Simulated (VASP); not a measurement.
# WI6 (P6/mmm) in VASP: notebook

WI6 is run at these levels: PBE; tasks: single point.

All numbers are computed with VASP 6.6.1; they aren't measurements. Logs are shortened: lines on timing, memory, paths and dates and some standing lists are left out, and cuts for length are marked.

## 1. The cell of the first run

It takes space group P6/mmm (No. 191, hexagonal). Conventional cell: a = 6.307 Å, b = 6.307 Å, c = 6.820 Å, α = 90.00°, β = 90.00°, γ = 120.00°. Within 5.5 Å of W (site symmetry 6/mmm) lie 24 I at 4.00 to 5.42 Å. I (site symmetry m2m) has 3 I at 2.10 to 2.11 Å within 2.8 Å.

The cell was generated, and may not be a known phase.

## 2. Single point, PBE

INCAR reads:

```
PREC     = Accurate       # precision mode
ENCUT    = 500            # plane-wave cutoff, eV
EDIFF    = 1E-6           # SCF threshold, eV
ISMEAR   = 0              # smearing method
SIGMA    = 0.1            # smearing width, eV
LREAL    = False          # projectors in reciprocal space
LASPH    = True           # aspherical terms in the spheres
NELM     = 120            # most SCF steps
ALGO     = Normal         # electronic algorithm
ISIF     = 2              # what is computed and relaxed
LWAVE    = False          # write WAVECAR
LCHARG   = True           # write CHGCAR
GGA      = PE             # functional
LELF     = True           # ELF
LVHAR    = True         
NBANDS   = 37             # bands
GGA_COMPAT= False
```

KPOINTS reads:

```
regular mesh
0
Gamma
  3 3 4
```

POSCAR reads:

```
WI6
1.0
    6.3068311100      0.0000000000      0.0000000000
   -3.1534155500      5.4618759600      0.0000000000
    0.0000000000      0.0000000000      6.8200659600
W I
1 6
Direct
    0.0000000000      0.0000000000      0.0000000000
    0.3328968300      0.0000000000      0.5000000000
    0.6671031700      0.0000000000      0.5000000000
    0.0000000000      0.3328968300      0.5000000000
    0.0000000000      0.6671031700      0.5000000000
    0.6671031700      0.6671031700      0.5000000000
    0.3328968300      0.3328968300      0.5000000000
```

Potentials or basis: VASP PAW PBE potentials, release 64 (W_sv, I).

Command:

```
$ cat potpaw_PBE.64/W_sv/POTCAR potpaw_PBE.64/I/POTCAR > POTCAR
$ mpirun -np 1 vasp_std > vasp.out
```

OUTCAR:

```text
PREC = Accurate
   ENCUT = 500
   EDIFF = 1E-6
   ISMEAR = 0
   LREAL = False
   LASPH = True
   NELM = 120
   ISIF = 2
   GGA = PE

 ion  position               nearest neighbor table
   1  0.000  0.000  0.000-
   2  0.333  0.000  0.500-   7 2.10   5 2.10   3 2.11
   3  0.667  0.000  0.500-   6 2.10   4 2.10   2 2.11
   4  0.000  0.333  0.500-   7 2.10   3 2.10   5 2.11
   5  0.000  0.667  0.500-   6 2.10   2 2.10   4 2.11
   6  0.667  0.667  0.500-   3 2.10   5 2.10   7 2.11
   7  0.333  0.333  0.500-   2 2.10   4 2.10   6 2.11

  LATTYP: Found a hexagonal cell.
 ALAT       =     6.3068311100
 C/A-ratio  =     1.0813776112

  Lattice vectors:

 A1 = (   6.3068311100,   0.0000000000,   0.0000000000)
 A2 = (  -3.1534155500,   5.4618759600,   0.0000000000)
 A3 = (   0.0000000000,   0.0000000000,   6.8200659600)

Analysis of symmetry for initial positions (statically):
=====================================================================
 Subroutine PRICEL returns:
 Original cell was already a primitive cell.

 Routine SETGRP: Setting up the symmetry group for a
 hexagonal supercell.

 Subroutine GETGRP returns: Found 24 space group operations
 (whereof 24 operations were pure point group operations)
 out of a pool of 24 trial point group operations.

The static configuration has the point symmetry D_6h.

Analysis of symmetry for dynamics (positions and initial velocities):
=====================================================================
 Subroutine PRICEL returns:
 Original cell was already a primitive cell.

 Routine SETGRP: Setting up the symmetry group for a
 hexagonal supercell.

 Subroutine GETGRP returns: Found 24 space group operations
 (whereof 24 operations were pure point group operations)
 out of a pool of 24 trial point group operations.

The dynamic configuration has the point symmetry D_6h.

 Subroutine INISYM returns: Found 24 space group operations
 (whereof 24 operations are pure point group operations),
 and found     1 'primitive' translations

----------------------------------------------------------------------------------------

                                     Primitive cell

  volume of cell :     234.9317

  direct lattice vectors                    reciprocal lattice vectors
     6.306831110  0.000000000  0.000000000     0.158558234  0.091543639  0.000000000
    -3.153415550  5.461875960  0.000000000     0.000000000  0.183087278  0.000000000
     0.000000000  0.000000000  6.820065960     0.000000000  0.000000000  0.146626148

  length of vectors
     6.306831110  6.306831109  6.820065960     0.183087278  0.183087278  0.146626148

  position of ions in fractional coordinates (direct lattice)
     0.000000000  0.000000000  0.000000000
     0.332896830  0.000000000  0.500000000
     0.667103170  0.000000000  0.500000000
     0.000000000  0.332896830  0.500000000
     0.000000000  0.667103170  0.500000000
     0.667103170  0.667103170  0.500000000
     0.332896830  0.332896830  0.500000000

  ion indices of the primitive-cell ions
   primitive index   ion index
                 1           1
                 2           2
                 3           3
                 4           4
                 5           5
                 6           6
                 7           7

----------------------------------------------------------------------------------------

 KPOINTS: regular mesh

Automatic generation of k-mesh.
 Grid dimensions read from file:
 generate k-points for:    3    3    4

 Generating k-lattice:

  Cartesian coordinates                     Fractional coordinates (reciprocal lattice)
     0.052852745  0.030514546  0.000000000     0.333333333 -0.000000000  0.000000000
     0.000000000  0.061029093  0.000000000     0.000000000  0.333333333  0.000000000
     0.000000000  0.000000000  0.036656537     0.000000000  0.000000000  0.250000000

  Length of vectors
     0.061029093  0.061029093  0.036656537

  Shift w.r.t. Gamma in fractional coordinates (k-lattice)
     0.000000000  0.000000000  0.000000000

 Subroutine IBZKPT returns following result:
 ===========================================

 Found      9 irreducible k-points:

 Following reciprocal coordinates:
            Coordinates               Weight
  0.000000  0.000000  0.000000      1.000000
  0.333333 -0.000000  0.000000      6.000000
  0.333333  0.333333  0.000000      2.000000
  0.000000  0.000000  0.250000      2.000000
  0.333333 -0.000000  0.250000     12.000000
  0.333333  0.333333  0.250000      4.000000
  0.000000  0.000000  0.500000      1.000000
  0.333333 -0.000000  0.500000      6.000000
  0.333333  0.333333  0.500000      2.000000
   k-points           NKPTS =      9   k-points in BZ     NKDIM =      9   number of bands    NBANDS=     37
   number of dos      NEDOS =    301   number of ions     NIONS =      7
   total plane-waves  NPLWV = 115200
   dimension x,y,z NGX =    48 NGY =   48 NGZ =   50
[... 66 lines left out ...]
 cond. band min:       7.2045287840   @ k =   0.3333  -0.0000   0.2500
 fundamental gap:      0.0485829670
 Fermi energy:         7.2030492355

 k-point     1 :       0.0000    0.0000    0.0000
  band No.  band energies     occupation
      1     -66.8856      2.00000
      2     -31.1262      2.00000
      3     -31.1262      2.00000
      4     -30.9093      2.00000
      5     -16.7859      2.00000
      6     -12.6109      2.00000
[... 29 lines left out ...]
     36       8.9544      0.00000
     37       9.6875      0.00000

 k-point     2 :       0.3333   -0.0000    0.0000
  band No.  band energies     occupation
      1     -66.8856      2.00000
      2     -31.1262      2.00000
      3     -31.1262      2.00000
      4     -30.9093      2.00000
      5     -16.2393      2.00000
      6     -14.6761      2.00000
[... 29 lines left out ...]
     36      10.2134      0.00000
     37      10.3250      0.00000

 k-point     3 :       0.3333    0.3333    0.0000
  band No.  band energies     occupation
      1     -66.8856      2.00000
      2     -31.1262      2.00000
      3     -31.1262      2.00000
      4     -30.9094      2.00000
      5     -15.1995      2.00000
      6     -15.1920      2.00000
[... 29 lines left out ...]
     36       8.9079      0.00000
     37       9.9817      0.00000

 k-point     4 :       0.0000    0.0000    0.2500
  band No.  band energies     occupation
      1     -66.8856      2.00000
      2     -31.1262      2.00000
      3     -31.1262      2.00000
      4     -30.9094      2.00000
      5     -16.7856      2.00000
      6     -12.6110      2.00000
[... 29 lines left out ...]
     36       8.8679      0.00000
     37       9.5842      0.00000

 k-point     5 :       0.3333   -0.0000    0.2500
  band No.  band energies     occupation
      1     -66.8856      2.00000
      2     -31.1262      2.00000
      3     -31.1262      2.00000
      4     -30.9094      2.00000
      5     -16.2391      2.00000
      6     -14.6760      2.00000
[... 29 lines left out ...]
     36       9.9161      0.00000
     37      10.3530      0.00000

 k-point     6 :       0.3333    0.3333    0.2500
  band No.  band energies     occupation
      1     -66.8856      2.00000
      2     -31.1262      2.00000
      3     -31.1262      2.00000
      4     -30.9094      2.00000
      5     -15.1991      2.00000
      6     -15.1920      2.00000
[... 29 lines left out ...]
     36       8.8484      0.00000
     37       9.2050      0.00000

 k-point     7 :       0.0000    0.0000    0.5000
  band No.  band energies     occupation
      1     -66.8857      2.00000
      2     -31.1262      2.00000
      3     -31.1262      2.00000
      4     -30.9094      2.00000
      5     -16.7853      2.00000
      6     -12.6111      2.00000
[... 29 lines left out ...]
     36       8.8823      0.00000
     37       9.1875      0.00000

 k-point     8 :       0.3333   -0.0000    0.5000
  band No.  band energies     occupation
      1     -66.8856      2.00000
      2     -31.1262      2.00000
      3     -31.1262      2.00000
      4     -30.9094      2.00000
      5     -16.2389      2.00000
      6     -14.6759      2.00000
[... 29 lines left out ...]
     36       9.9700      0.00000
     37      10.2201      0.00000

 k-point     9 :       0.3333    0.3333    0.5000
  band No.  band energies     occupation
      1     -66.8856      2.00000
      2     -31.1262      2.00000
      3     -31.1262      2.00000
      4     -30.9094      2.00000
      5     -15.1987      2.00000
      6     -15.1920      2.00000
[... 29 lines left out ...]
     36       9.2561      0.00000
     37       9.2561      0.00000

------------------------ aborting loop because EDIFF is reached ----------------------------------------

  FORCE on cell =-STRESS in cart. coord.  units (eV):
  Direction    XX          YY          ZZ          XY          YZ          ZX
  --------------------------------------------------------------------------------------
  -------------------------------------------------------------------------------------
  Total      254.2916176    254.2916178     -6.5276885      0.0000002      0.0000000      0.0000000
  in kB     1734.2073308   1734.2073317    -44.5172572      0.0000016      0.0000000      0.0000000
  external PRESSURE =    1141.2991351 kB  Pullay stress =       0.0000000 kB

 VOLUME and BASIS-vectors are now :
 -----------------------------------------------------------------------------
  energy-cutoff  :      500.00
  volume of cell :      234.93
      direct lattice vectors                 reciprocal lattice vectors
     6.306831110  0.000000000  0.000000000     0.158558234  0.091543639  0.000000000
    -3.153415550  5.461875960  0.000000000     0.000000000  0.183087278  0.000000000
     0.000000000  0.000000000  6.820065960     0.000000000  0.000000000  0.146626148

 POSITION                                       TOTAL-FORCE (eV/Angst)
 -----------------------------------------------------------------------------------
      0.00000      0.00000      0.00000         0.000000      0.000000     -0.000000
      2.09952      0.00000      3.41003         0.305320      0.000000      0.000000
      4.20731      0.00000      3.41003        -0.305320      0.000000      0.000000
     -1.04976      1.81824      3.41003        -0.152660      0.264415     -0.000000
     -2.10365      3.64363      3.41003         0.152660     -0.264415      0.000000
      2.10365      3.64363      3.41003        -0.152660     -0.264415      0.000000
      1.04976      1.81824      3.41003         0.152660      0.264415     -0.000000
 -----------------------------------------------------------------------------------
    total drift:                                0.000000     -0.000000      0.000000

  FREE ENERGIE OF THE ION-ELECTRON SYSTEM (eV)
  ---------------------------------------------------
  free  energy   TOTEN  =        57.9233635965 eV

  energy  without entropy=       58.0572332754  energy(sigma->0) =       57.99029844
```

Run time: 1.9 min. Hardware: 1 thread of Intel Xeon Platinum 8488C (Sapphire Rapids), shared host; peak memory 0.35 GiB.

What came out:

```yaml
Free_energy: 57.9234 eV
Pressure: 114.1 GPa
Largest_force: 0.305 eV/Å
Band_gap_on_the_k_mesh: zero (bands 28 and 29 overlap by 0.25 eV)
```

Forces on the atoms (eV/Å):
```
W    0.000  0.000  0.000
I    0.305  0.000  0.000
I   -0.305  0.000  0.000
I   -0.153  0.264  0.000
I    0.153 -0.264  0.000
I   -0.153 -0.264  0.000
I    0.153  0.264  0.000
```

Levels at points of the mesh, in eV from the Fermi level:
```csv
k point,band 24,band 25,band 26,band 27,band 28,band 29,band 30,band 31
"(0.00, 0.00, 0.00)",-0.49,-0.40,-0.40,-0.20,0.06,0.06,0.10,0.26
"(0.00, 0.00, 0.50)",-0.45,-0.45,-0.35,-0.35,-0.05,-0.05,0.03,0.03
```

Caveat: the k points lie up to 0.38 Å⁻¹ apart; spin-orbit coupling is left out, which moves the levels of the heavy elements.

## 3. Single point, PBE

This run uses another cell than the first one, of 40.14 Å³/atom.

INCAR reads:

```
SYSTEM = WI6
PREC = Accurate
ENCUT = 500
EDIFF = 1E-6
ISMEAR = 0
SIGMA = 0.1
LREAL = .False.
LASPH = .True.
NELM = 120
ALGO = Normal
ISIF = 2
LWAVE = .False.
LCHARG = .False.
GGA = PE
NBANDS = 37
GGA_COMPAT = .False.
```

KPOINTS reads:

```
Automatic mesh
0
Gamma
  3 3 6
  0 0 0
```

POSCAR reads:

```
WI6
1.0
   10.1329573014      0.0000000000      0.0000000000
   -5.0664786507      8.7753984385      0.0000000000
    0.0000000000      0.0000000000      3.1596200298
W I
1 6
Direct
    0.0000000000      0.0000000000      0.0000000000
    0.3300771368      0.0000000000      0.5000000000
    0.6699228632      0.0000000000      0.5000000000
    0.0000000000      0.3300771368      0.5000000000
    0.0000000000      0.6699228632      0.5000000000
    0.6699228632      0.6699228632      0.5000000000
    0.3300771368      0.3300771368      0.5000000000
```

Potentials or basis: VASP PAW PBE potentials, release 64 (W_sv, I).

Command:

```
$ cat potpaw_PBE.64/W_sv/POTCAR potpaw_PBE.64/I/POTCAR > POTCAR
$ mpirun -np 1 vasp_std > vasp.out
```

Run time: 3.1 min. Hardware: 1 thread of Intel Xeon Platinum 8488C (Sapphire Rapids), shared host; peak memory 0.43 GiB.

It converged, with:

* Free energy: -14.0018 eV
* Pressure: -0.2 GPa
* Largest force: 0.012 eV/Å
* Band gap on the k mesh: zero (bands 28 and 29 overlap by 1.10 eV)

Forces in eV/Å, atoms in the order of the input:
```
W    0.000  0.000  0.000
I   -0.012  0.000  0.000
I    0.012  0.000  0.000
I    0.006 -0.010  0.000
I   -0.006  0.010  0.000
I    0.006  0.010  0.000
I   -0.006 -0.010  0.000
```

Levels at points of the mesh, in eV from the Fermi level:
```tsv
k point	band 26	band 27	band 28	band 29	band 30	band 31
(0.00, 0.00, 0.00)	-0.04	0.74	0.74	0.97	1.54	1.54
(0.00, 0.00, 0.50)	-0.73	-0.45	-0.10	-0.10	0.48	0.48
```

Caveat: spin-orbit coupling is left out, which moves the levels of the heavy elements.

## 4. Single point, PBE

This run uses another cell than the first one, of 40.92 Å³/atom.

INCAR reads:

```
PREC     = Accurate       # precision mode
ENCUT    = 500            # plane-wave cutoff, eV
EDIFF    = 1E-6           # SCF threshold, eV
ISMEAR   = 0              # smearing method
SIGMA    = 0.1            # smearing width, eV
LREAL    = F              # projectors in reciprocal space
LASPH    = T              # aspherical terms in the spheres
NELM     = 120            # most SCF steps
ALGO     = Normal         # electronic algorithm
ISIF     = 2              # what is computed and relaxed
LWAVE    = F              # write WAVECAR
LCHARG   = F              # write CHGCAR
GGA      = PE             # functional
NBANDS   = 37             # bands
GGA_COMPAT= F
```

KPOINTS reads:

```
regular mesh
0
Gamma
  3 3 4
```

POSCAR reads:

```
WI6
1.0
   10.4675103998     -0.0000000048      0.0000000000
   -5.2337551958      9.0651299230      0.0000000000
    0.0000000000      0.0000000000      3.0188615479
W I
1 6
Direct
    0.0000000000      0.0000000000      0.0000000000
    0.3340200652      0.0000000000      0.5000000000
    0.6659799348      0.0000000000      0.5000000000
    0.0000000000      0.3340200652      0.5000000000
    0.0000000000      0.6659799348      0.5000000000
    0.6659799348      0.6659799348      0.5000000000
    0.3340200652      0.3340200652      0.5000000000
```

Command:

```
$ cat potpaw_PBE.64/W_sv/POTCAR potpaw_PBE.64/I/POTCAR > POTCAR
$ mpirun -np 1 vasp_std > vasp.out
```

It took 2.6 min on 1 thread of Intel Xeon Platinum 8488C (Sapphire Rapids), shared host; peak memory 0.42 GiB.

Results (log left out):

```yaml
Free_energy: -15.3977 eV
Pressure: -0.1 GPa
Largest_force: 0.018 eV/Å
Band_gap_on_the_k_mesh: zero (bands 28 and 29 overlap by 1.90 eV)
```

Forces in eV/Å, atoms in the order of the input:
```
W    0.000  0.000  0.000
I   -0.018  0.000  0.000
I    0.018  0.000  0.000
I    0.009 -0.016  0.000
I   -0.009  0.016  0.000
I    0.009  0.016  0.000
I   -0.009 -0.016  0.000
```

Levels at points of the mesh, in eV from the Fermi level:
```csv
k point,band 26,band 27,band 28,band 29,band 30,band 31
"(0.00, 0.00, 0.00)",-0.18,1.43,1.43,2.06,2.46,2.46
"(0.00, 0.00, 0.50)",-0.61,-0.28,-0.01,-0.01,0.41,0.41
```

Caveat: the k points lie up to 0.52 Å⁻¹ apart, too coarse for converged energies and pressures of a metal; spin-orbit coupling is left out, which moves the levels of the heavy elements.

## 5. Overview

| cell | k mesh | gap on the mesh (eV) | pressure (GPa) | largest force (eV/Å) |
| --- | --- | --- | --- | --- |
| a = 6.307, b = 6.307, c = 6.820 Å, angles 90.0, 90.0, 120.0°, 7 atoms, atomic positions A | 3 × 3 × 4 | none | 114.1 | 0.31 |
| a = 10.133, b = 10.133, c = 3.160 Å, angles 90.0, 90.0, 120.0°, 7 atoms, atomic positions B | 3 × 3 × 6 | none | -0.2 | 0.01 |
| a = 10.468, b = 10.468, c = 3.019 Å, angles 90.0, 90.0, 120.0°, 7 atoms, atomic positions C | 3 × 3 × 4 | none | -0.1 | 0.02 |

Alike in all rows: task single point; level PBE; potentials or basis VASP PAW PBE potentials, release 64 (W_sv, I); no spin polarisation; cutoff (eV) 500; smearing gaussian 0.1 eV.

Caveats: some runs use coarse meshes; spin-orbit coupling is left out, which moves the levels of the heavy elements.

Total energies depend on the potentials used, so only differences within one code and one set of settings carry meaning.

The gap in the log of VASP goes by the Fermi energy; the results here count the filled bands.